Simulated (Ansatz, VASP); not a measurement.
One calculation of Be, two programs

INCAR

```
  ALGO = Normal
  EDIFF = 1E-6
  ENCUT = 520
  GGA = PS
  ISIF = 2
  ISMEAR = -1
  LASPH = True
  LCHARG = True
  LELF = True
  LREAL = False
  LVHAR = True
  LWAVE = False
  NBANDS = 7
  NELM = 60
  PREC = Accurate
  SIGMA = 0.03
```

The input KPOINTS:

```
k-points
0
Gamma
  23 23 23
```

File POSCAR:

```
Be
1.0
   -1.2656521608      1.2531209513      1.2531209513
    1.2531209513     -1.2656521608      1.2531209513
    1.2531209513      1.2531209513     -1.2656521608
Be
1
Direct
    0.0000000000      0.0000000000      0.0000000000
```

Input for Ansatz:

```yaml
crystal:
  lattice:
    - [-1.2656521608, 1.2531209513, 1.2531209513]
    - [1.2531209513, -1.2656521608, 1.2531209513]
    - [1.2531209513, 1.2531209513, -1.2656521608]
  atoms:
    - { symbol: Be, position: [0.0, 0.0, 0.0] }
kpoints:
  mp_grid: { grid: [23, 23, 23] }
  band_path:
    path:
      - [0.0, 0.0, 0.0]
      - [0.0, 0.0, 0.5]
      - [-0.5, 0.5, 0.5]
      - [-0.7524689983, 0.2475310017, 0.2475310017]
      - [0.2475310017, 0.2475310017, 0.2475310017]
      - [0.0, 0.0, 0.0]
      - [-0.5, 0.0, 0.5]
    npoints: 5
scf:
  occupations: { method: fermi_dirac, width: 0.03 }
hamiltonian:
  xc: pbesol
  pseudopotentials: { kind: all_electron, lapw: { basis_error: 0.00025 } }
output:
  forces: true
  stress: true
  eigenvalues: true
```

Change from the starting cell: equal xy, yz and zx shear strains of -1 %.

Alike in both runs: task single point; functional PBEsol; k mesh 23 × 23 × 23; occupations fermi-dirac, width 0.03 eV; no spin polarisation.

|  | VASP | Ansatz |
| --- | --- | --- |
| version | VASP 6.6.1 | Ansatz 0.2.0 |
| potentials or method | VASP PAW PBE potentials, release 64 (Be), cutoff 520 eV | all-electron LAPW, scalar-relativistic |

```csv
,VASP,Ansatz,Ansatz less VASP
pressure (GPa),-1.6,-2.0,-0.46
"traceless stress, the component that is largest in VASP (GPa)",2.05,2.05,-0.007
```

VASP's potentials were made for PBE, not for PBEsol. Ansatz ran all-electron here, and VASP with PAW potentials.
